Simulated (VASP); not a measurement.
Si2C:

```
Si C
1.0
     2.75226    0.00000    0.00000
    -1.37613    2.38353    0.00000
     0.00000    0.00000    5.39443
Si C
2 1
Direct
  0.00000 0.00000 0.75000
  0.00000 0.00000 0.25000
  0.33333 0.66667 0.00000
```

This cell differs from its parent crystal: atoms taken out.

| Item | Value |
| --- | --- |
| Program | VASP 6.6.1 |
| Task | relaxation of cell and atoms |
| Functional | PBE |
| Potentials or basis | VASP PAW PBE potentials, release 64 (Si, C) |
| Cutoff | 600 eV |
| k mesh | 6 × 6 × 4 |
| Occupations | gaussian, width 0.1 eV |
| Spin | no spin polarisation |

At the start: pressure -2.2 GPa; volume 11.80 Å³/atom.

**Question.** Where does the relaxation end?

**Answer.** Over 11 steps the energy falls by 189.8 meV/atom and the volume is 11.58 Å³/atom (-1.9 %); space group P-6m2 (No. 187, to 0.1 Å) before and after.

Step by step:
| step | energy change (eV) | largest force (eV/Å) | pressure (GPa) | volume (Å³) |
| --- | --- | --- | --- | --- |
| 1 | 0.0000 | 1.4708 | -2.20 | 35.39 |
| 2 | -0.4725 | 1.7569 | 6.88 | 34.39 |
| 3 | -0.5039 | 0.8067 | 4.45 | 34.57 |
| 4 | -0.5447 | 0.4091 | -2.67 | 35.99 |
| 5 | -0.5532 | 0.5577 | -0.89 | 35.57 |
| 6 | -0.5570 | 0.4443 | -3.07 | 35.42 |
| 7 | -0.5628 | 0.0047 | -2.21 | 35.48 |
| 8 | -0.5694 | 0.0607 | -0.18 | 34.74 |
| 9 | -0.5694 | 0.0627 | -0.14 | 34.73 |
| 10 | -0.5693 | 0.0898 | 0.13 | 34.73 |
| 11 | -0.5695 | 0.0006 | -0.03 | 34.73 |

Final structure:
```yaml
crystal:
  lattice:
    - [2.86713, 0.00000, 0.00000]
    - [-1.43356, 2.48301, 0.00000]
    - [0.00000, 0.00000, 4.87833]
  atoms:
    - { symbol: Si, position: [0.00000, 0.00000, 0.75234] }
    - { symbol: Si, position: [0.00000, 0.00000, 0.24766] }
    - { symbol: C, position: [0.33333, 0.66667, 0.00000] }
```

Caveat: the k points lie up to 0.42 Å⁻¹ apart in the final cell, too coarse for converged energies and pressures of a metal; the cell differs from its parent crystal (atoms taken out).
